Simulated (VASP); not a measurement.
# Al4Cu (I4/mmm) in VASP: single point with PBE

Aim: the single point of Al4Cu with PBE.

Everything below comes from runs of VASP 6.6.1. Logs are shortened: lines on timing, memory, paths and dates and some standing lists are left out, and cuts for length are marked.

## Step 1: The cell of the first run

It takes space group I4/mmm (No. 139, tetragonal). The conventional cell has a = 2.833 Å, b = 2.833 Å, c = 19.113 Å, α = 90.00°, β = 90.00°, γ = 90.00°. Within 3.5 Å of Al (site symmetry 4mm) lie 4 Cu at 2.62 Å and 9 Al at 2.83 to 3.37 Å. Within 3.8 Å of Al (site symmetry 4mm) lie 12 Al at 2.83 to 2.88 Å and 1 Cu at 3.75 Å. Within 3.5 Å of Cu (site symmetry 4/mmm) lie 8 Al at 2.62 Å and 4 Cu at 2.83 Å.

## Step 2: Single point, PBE

Input file INCAR:

```
PREC = Accurate ; ENCUT = 590
EDIFF = 1E-6 ; ISMEAR = 0
SIGMA = 0.1 ; LREAL = False
LASPH = True ; NELM = 120
ALGO = Normal ; ISIF = 2
LWAVE = False ; LCHARG = True
GGA = PE ; LVHAR = True
NBANDS = 20 ; GGA_COMPAT = False
KPAR = 8
```

Input file KPOINTS:

```
Automatic mesh
0
Gamma
  18 18 18
```

Input file POSCAR:

```
Al4Cu
1.0
   -1.4165763331      1.4165763331      9.5563277199
    1.4165763331     -1.4165763331      9.5563277199
    1.4165763331      1.4165763331     -9.5563277199
Al Cu
4 1
Direct
    0.5880348408      0.5880348408      0.0000000000
    0.1960745578      0.1960745578      0.0000000000
    0.8039254422      0.8039254422      0.0000000000
    0.4119651592      0.4119651592      0.0000000000
    0.0000000000      0.0000000000      0.0000000000
```

Potentials or basis: VASP PAW PBE potentials, release 64 (Al, Cu).

Command:

```console
$ cat potpaw_PBE.64/Al/POTCAR potpaw_PBE.64/Cu/POTCAR > POTCAR
$ mpirun -np 8 vasp_std > vasp.out
```

OUTCAR:

```text
PREC = Accurate
   ENCUT = 590
   EDIFF = 1E-6
   ISMEAR = 0
   LREAL = False
   LASPH = True
   NELM = 120
   ISIF = 2
   GGA = PE

 ion  position               nearest neighbor table
   1  0.588  0.588  0.000-   5 2.62   5 2.62   5 2.62   5 2.62   2 2.88   2 2.88   2 2.88   2 2.88

   2  0.196  0.196  0.000-   3 2.87   3 2.87   3 2.87   3 2.87   1 2.88   1 2.88   1 2.88   1 2.88

   3  0.804  0.804  0.000-   2 2.87   2 2.87   2 2.87   2 2.87   4 2.88   4 2.88   4 2.88   4 2.88

   4  0.412  0.412  0.000-   5 2.62   5 2.62   5 2.62   5 2.62   3 2.88   3 2.88   3 2.88   3 2.88

   5  0.000  0.000  0.000-   1 2.62   1 2.62   1 2.62   4 2.62   1 2.62   4 2.62   4 2.62   4 2.62

  LATTYP: Found a body centered tetragonal cell.
 ALAT       =     2.8331526662
 C/A-ratio  =     6.7460732589

  Lattice vectors:

 A1 = (  -1.4165763331,   1.4165763331,   9.5563277199)
 A2 = (   1.4165763331,  -1.4165763331,   9.5563277199)
 A3 = (   1.4165763331,   1.4165763331,  -9.5563277199)

Analysis of symmetry for initial positions (statically):
=====================================================================
 Subroutine PRICEL returns:
 Original cell was already a primitive cell.

 Routine SETGRP: Setting up the symmetry group for a
 body centered tetragonal supercell.

 Subroutine GETGRP returns: Found 16 space group operations
 (whereof 16 operations were pure point group operations)
 out of a pool of 16 trial point group operations.

The static configuration has the point symmetry D_4h.

Analysis of symmetry for dynamics (positions and initial velocities):
=====================================================================
 Subroutine PRICEL returns:
 Original cell was already a primitive cell.

 Routine SETGRP: Setting up the symmetry group for a
 body centered tetragonal supercell.

 Subroutine GETGRP returns: Found 16 space group operations
 (whereof 16 operations were pure point group operations)
 out of a pool of 16 trial point group operations.

The dynamic configuration has the point symmetry D_4h.

 Subroutine INISYM returns: Found 16 space group operations
 (whereof 16 operations are pure point group operations),
 and found     1 'primitive' translations

----------------------------------------------------------------------------------------

                                     Primitive cell

  volume of cell :      76.7063
[... 90 lines left out ...]
   LNONCOLLINEAR =      F non collinear calculations
   LSORBIT =      F    spin-orbit coupling
   LASPH  =      T    aspherical Exc in radial PAW
   ENCUT  =  590.0 eV  43.36 Ry    6.59 a.u.  19.34 19.34 19.34*2*pi/ulx,y,z
   NELM   =    120;   NELMIN=  2; NELMDL= -5     # of ELM steps
   EDIFF  = 0.1E-05   stopping-criterion for ELM
   LREAL  =      F    real-space projection
   EDIFFG = 0.1E-04   stopping-criterion for IOM
   NSW    =      0    number of steps for IOM
   IBRION =     -1    ionic relax: 0-MD 1-quasi-New 2-CG
   NFREE  =      0    steps in history (QN), initial steepest desc. (CG)
   ISIF   =      2    stress and relaxation
   ISYM   =      2    0-nonsym 1-usesym 2-fastsym
   POTIM  = 0.5000    time-step for ionic-motion
   TEBEG  =    0.0;   TEEND  =   0.0 temperature during run
   PSTRESS=    0.0 pullay stress
   NELECT =      23.0000    total number of electrons
   NUPDOWN=      -1.0000    fix difference up-down
   EMIN   =  10.00;   EMAX   =-10.00  energy-range for DOS
   EFERMI =   0.00;   METHOD = LEGACY
   ISMEAR =     0;   SIGMA  =   0.10  broadening in eV -4-tet -1-fermi 0-gaus
   EFERMI_NEDOS =   21; number of points for ismear=-14 and -15
   IALGO  =     38    algorithm
   IMIX   =      4    mixing-type and parameters
     AMIX     =   0.40;   BMIX     =  1.00
     AMIX_MAG =   1.60;   BMIX_MAG =  1.00
  volume/ion in A,a.u.               =      15.34       103.53
  Fermi-wavevector in a.u.,A,eV,Ry     =   1.095739  2.070646 16.335752  1.200644
  Thomas-Fermi vector in A             =   2.232068
   LORBIT       =      0    0 simple, 1 ext, 2 COOP (PROOUT), +10 PAW based schemes
   GGA     = PE    functional components
   LHFCALC =     F    Hartree Fock is set to
   AEXX    =    0.0000 exact exchange contribution
   IVDW    =     0    specifies the selected vdW correction
   LEPSILON=     F    determine dielectric tensor
   LRPA    =     F    only Hartree local field effects (RPA)
 non-spin polarized calculation
 Gauss-broadening in eV      SIGMA  =   0.10
  energy-cutoff  :      590.00
  volume of cell :       76.71
 maximum number of plane-waves:      2516
 NGX is ok and might be reduce to    80
   NGX = 39   NGY = 39   NGZ = 39

 number of electron      22.9999995 magnetization

 Free energy of the ion-electron system (eV)
  ---------------------------------------------------
  ext. energy  EPLUGINS =         0.00000000
  ---------------------------------------------------
  free energy    TOTEN  =       -19.05495430 eV

  energy without entropy =      -19.04490881  energy(sigma->0) =      -19.04993156

 E-fermi :   8.2358     XC(G=0): -10.6388

 val. band max:        8.2338945353   @ k =  -0.3889   0.1667   0.0000
 cond. band min:       8.2363673572   @ k =  -0.3889   0.5000   0.2222
 fundamental gap:      0.0024728220
 Fermi energy:         8.2358215665

 k-point     1 :       0.0000    0.0000    0.0000
  band No.  band energies     occupation
      1      -2.8963      2.00000
      2      -1.3893      2.00000
      3      -1.1447      2.00000
      4       2.8780      2.00000
      5       3.5210      2.00000
      6       3.8240      2.00000
[... 541 lines left out ...]
     19      16.6464      0.00000
     20      17.0076      0.00000

 [... further k-points ...]
[... 5 lines left out ...]
  --------------------------------------------------------------------------------------
  -------------------------------------------------------------------------------------
  Total        0.0456595      0.0456595      0.0598154      0.0000000     -0.0000000      0.0000000
  in kB        0.9536970      0.9536970      1.2493751      0.0000000     -0.0000000      0.0000000
  external PRESSURE =       1.0522564 kB  Pullay stress =       0.0000000 kB

 VOLUME and BASIS-vectors are now :
 -----------------------------------------------------------------------------
  energy-cutoff  :      590.00
  volume of cell :       76.71
      direct lattice vectors                 reciprocal lattice vectors
    -1.416576333  1.416576333  9.556327720     0.000000000  0.352963683  0.052321353
     1.416576333 -1.416576333  9.556327720     0.352963683  0.000000000  0.052321353
     1.416576333  1.416576333 -9.556327720     0.352963683  0.352963683  0.000000000

 POSITION                                       TOTAL-FORCE (eV/Angst)
 -----------------------------------------------------------------------------------
      0.00000      0.00000     11.23891         0.000000      0.000000      0.014054
      0.00000      0.00000      3.74751        -0.000000     -0.000000      0.003870
      0.00000      0.00000     15.36515        -0.000000     -0.000000     -0.003870
      0.00000      0.00000      7.87375        -0.000000     -0.000000     -0.014054
      0.00000      0.00000      0.00000        -0.000000     -0.000000      0.000000
 -----------------------------------------------------------------------------------
    total drift:                               -0.000000      0.000000     -0.000000

  FREE ENERGIE OF THE ION-ELECTRON SYSTEM (eV)
  ---------------------------------------------------
  free  energy   TOTEN  =       -19.0549542994 eV

  energy  without entropy=      -19.0449088109  energy(sigma->0) =      -19.04993156
```

stdout:

```text
POSCAR found type information on POSCAR AlCu
 POSCAR found :  2 types and       5 ions
 scaLAPACK will be used
 -----------------------------------------------------------------------------
|                                                                             |
|           W    W    AA    RRRRR   N    N  II  N    N   GGGG   !!!           |
|           W    W   A  A   R    R  NN   N  II  NN   N  G    G  !!!           |
|           W    W  A    A  R    R  N N  N  II  N N  N  G       !!!           |
|           W WW W  AAAAAA  RRRRR   N  N N  II  N  N N  G  GGG   !            |
|           WW  WW  A    A  R   R   N   NN  II  N   NN  G    G                |
|           W    W  A    A  R    R  N    N  II  N    N   GGGG   !!!           |
|                                                                             |
|     For optimal performance we recommend to set                             |
|     This setting can greatly improve the performance of VASP for DFT.       |
|     The default, NCORE=1 might be grossly inefficient on modern             |
|     multi-core architectures or massively parallel machines. Do your        |
|     Unfortunately you need to use the default for GW and RPA                |
|     calculations (for HF NCORE is supported but not extensively tested      |
|     yet).                                                                   |
|                                                                             |
 -----------------------------------------------------------------------------

 LDA part: xc-table for (Slater+PW92), standard interpolation
 POSCAR, INCAR and KPOINTS ok, starting setup
 FFT: planning ... GRIDC
 FFT: planning ... GRID_SOFT
 FFT: planning ... GRID
 WAVECAR not read
 entering main loop
```

It took 16 min on 8 MPI ranks of Intel Xeon 6975P-C (Granite Rapids), shared host; peak memory 1.6 GiB.

What came out:

```yaml
Free_energy: -19.0550 eV
Pressure: 0.1 GPa
Largest_force: 0.014 eV/Å
Band_gap_on_the_k_mesh: zero (an odd number of electrons rules out a gap without spin polarisation)
```

Forces on the atoms (eV/Å):
```
Al   0.000  0.000  0.014
Al   0.000  0.000  0.004
Al   0.000  0.000 -0.004
Al   0.000  0.000 -0.014
Cu   0.000  0.000  0.000
```
